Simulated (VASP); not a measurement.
Write the native input for VASP 6.6.1 that does the following.

```
Task                   : relaxation of cell and atoms
Functional             : PBE
Potentials or basis    : VASP PAW PBE potentials, release 64 (C)
Cutoff                 : 600 eV
k mesh                 : 32 × 32 × 30
Occupations            : gaussian, width 0.1 eV
Spin                   : no spin polarisation
Dipole correction      : no
Further INCAR settings : ALGO = Normal; EDIFF = 1e-07; IBRION = 2; EDIFFG = -0.01; NSW = 100; ISIF = 3
```

The structure of C lies in POSCAR:

```
C
1.0
    1.7431855643      0.0000000000      0.0000000000
    0.0000000000      1.7431855643      0.0000000000
    0.0000000000      0.0000000000      1.8582339952
C
1
Direct
    0.5000000000      0.5000000000      0.0000000000
```

The cell was built from a structure type or drawn by symmetry, and may not be a known phase.

These files were run (other wordings do the same):

INCAR

```
SYSTEM = C
PREC = Accurate ; ENCUT = 600
EDIFF = 1E-7 ; ISMEAR = 0
SIGMA = 0.1 ; LREAL = .False.
LASPH = .True. ; NELM = 120
ALGO = Normal ; ISIF = 3
LWAVE = .False. ; LCHARG = .False.
GGA = PE ; IBRION = 2
NSW = 100 ; EDIFFG = -0.01
GGA_COMPAT = .False. ; NELMIN = 4
```

KPOINTS

```
Automatic mesh
0
Gamma
  32 32 30
  0 0 0
```

Potentials or basis: VASP PAW PBE potentials, release 64 (C).

The run is started by

```sh
$ cat potpaw_PBE.64/C/POTCAR > POTCAR
$ mpirun -np 1 vasp_std > vasp.out
```

It gave:

```yaml
Relaxed_volume: 5.77 Å³/atom
Relaxed_cell: a = 1.689 Å, b = 1.689 Å, c = 2.022 Å, α = 90.00°, β = 90.00°, γ = 90.00°
Space_group_after_relaxing_to_0.1_Å: P4/mmm (No. 123)
Energy_gained_by_relaxing: 35.4 meV/atom
Ionic_steps: 18
Pressure_after_relaxing: 0.1 GPa
Band_gap_on_the_k_mesh: zero (bands 2 and 3 overlap by 8.98 eV)
```

It took 13 min on 1 thread of Intel Xeon 8259CL, with other jobs on the host, peak memory 0.2 GiB.
